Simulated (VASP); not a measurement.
**Hf: single point with LDA**

The system is Hf.

```xyz
2
Lattice="3.1967 0.0000 0.0000 -1.5983 2.7684 0.0000 0.0000 0.0000 5.0578" Properties=species:S:1:pos:R:3 pbc="T T T"
Hf    0.0000    1.8456    1.2645
Hf    1.5984    0.9228    3.7934
```

```json
{
  "Program": "VASP 6.6.1",
  "Task": "single point",
  "Functional": "LDA",
  "Potentials or basis": "VASP PAW LDA potentials, release 64 (Hf_pv)",
  "Cutoff": "500 eV",
  "k mesh": "6 × 6 × 4",
  "Occupations": "fermi-dirac, width 0.1 eV",
  "Spin": "no spin polarisation",
  "Dipole correction": "no",
  "Further INCAR settings": "ALGO = Normal; EDIFF = 1e-06; NBANDS = 17"
}
```

* Pressure: -7.6 GPa
* Band gap on the k mesh: zero (bands 10 and 11 overlap by 1.25 eV)

Stress tensor (GPa, compression positive):
```
-7.82  0.00  0.00
 0.00 -7.82  0.00
 0.00  0.00 -7.04
```

Levels at points of the mesh, in eV from the Fermi level:
```
           k point  band 6  band 7  band 8  band 9  band 10  band 11  band 12  band 13  band 14  band 15
(0.00, 0.00, 0.00)  -30.06   -7.33   -3.73    0.78     1.09     1.09     1.37     1.90     1.90     2.52
(0.50, 0.00, 0.00)  -30.16   -3.35   -2.78   -2.24    -0.72     0.70     0.85     1.63     5.77     6.28
(0.00, 0.00, 0.50)  -30.13   -5.36   -5.36    0.12     0.12     0.97     0.97     0.97     0.97     4.68
(0.50, 0.00, 0.50)  -30.27   -3.42   -3.42   -1.03    -1.03     1.26     1.26     2.56     2.56     6.02
```

Wall time 4.7 s on 1 thread of Intel(R) Xeon(R) 6975P-C (Granite Rapids) (shared host), peak memory 0.14 GiB.

Caveat: the k points lie up to 0.38 Å⁻¹ apart, too coarse for converged energies and pressures of a metal; spin-orbit coupling is left out, which moves the levels of the heavy elements.
